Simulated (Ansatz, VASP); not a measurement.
MgO2: VASP beside Ansatz

Contents of POSCAR:

```
MgO2
1.0
    1.7331418973      1.0006299410      3.3542197199
   -1.7331418973      1.0006299410      3.3542197199
    0.0000000000     -2.0012598819      3.3542197199
Mg O
1 2
Direct
    0.0000000000      0.0000000000      0.0000000000
    0.4287860000      0.4287860000      0.4287860000
    0.5712140000      0.5712140000      0.5712140000
```

File INCAR.step1:

```
SYSTEM = MgO2
PREC = Accurate
ENCUT = 520
ISMEAR = 0
SIGMA = 0.05
LREAL = .FALSE.
LASPH = .TRUE.
NELM = 80
NBANDS = 14
GGA = PE
ALGO = Normal
EDIFF = 1E-4
LWAVE = .TRUE.
LCHARG = .FALSE.
```

File INCAR.step2:

```
SYSTEM = MgO2
PREC = Accurate
ENCUT = 520
EDIFF = 1E-6
ISMEAR = 0
SIGMA = 0.05
LREAL = .FALSE.
LASPH = .TRUE.
NELM = 80
ALGO = Normal
ISIF = 2
LWAVE = .FALSE.
LCHARG = .FALSE.
METAGGA = R2SCAN
LMIXTAU = .TRUE.
NBANDS = 14
ISTART = 1
```

KPOINTS

```
regular mesh
0
G
  12 12 12
  0 0 0
```

Input for Ansatz:

```yaml
crystal:
  lattice:
    - [1.7331418973, 1.000629941, 3.3542197199]
    - [-1.7331418973, 1.000629941, 3.3542197199]
    - [0.0, -2.0012598819, 3.3542197199]
  atoms:
    - { symbol: Mg, position: [0.0, 0.0, 0.0] }
    - { symbol: O, position: [0.428786, 0.428786, 0.428786] }
    - { symbol: O, position: [0.571214, 0.571214, 0.571214] }
basis:
  ecutwfc: 500
kpoints:
  mp_grid: { grid: [12, 12, 12] }
hamiltonian:
  xc: r2scan
scf:
  occupations: { method: gaussian, width: 0.05 }
output:
  forces: true
  stress: true
  eigenvalues: true
```

Change from the starting cell: strain +0.080 along x and y, -0.040 along z, atoms carried along.

Alike in both runs: task single point; functional r2SCAN; k mesh 12 × 12 × 12; occupations gaussian, width 0.05 eV; no spin polarisation.

|  | VASP | Ansatz |
| --- | --- | --- |
| version | VASP 6.6.1 | Ansatz 0.2.0 |
| potentials or method | VASP PAW PBE potentials, release 64 (Mg, O), cutoff 520 eV | scalar-relativistic, plane waves, PAW |
| valence electrons in the cell | 14 | 22 |

|  | VASP | Ansatz | Ansatz less VASP |
| --- | --- | --- | --- |
| gap on the k mesh at the Fermi level (eV) | 3.06 | 3.08 | +0.023 |
| least direct gap on the mesh (eV) | 3.31 | 3.34 | +0.024 |
| pressure (GPa) | -10.0 | -10.0 | +0.10 |
| traceless stress, the component that is largest in VASP (GPa) | 22.97 | 21.25 | -1.721 |
| rms of the force components (eV/Å) | 1.087 | 0.924 | -0.1630 |

VASP's potentials were made for PBE, not for r2SCAN. Atom by atom the forces differ by 0.163 eV/Å (rms over components). VASP's potentials hold 14 valence electrons a cell and Ansatz's 22, so a difference there can come from the potentials and not from the codes.
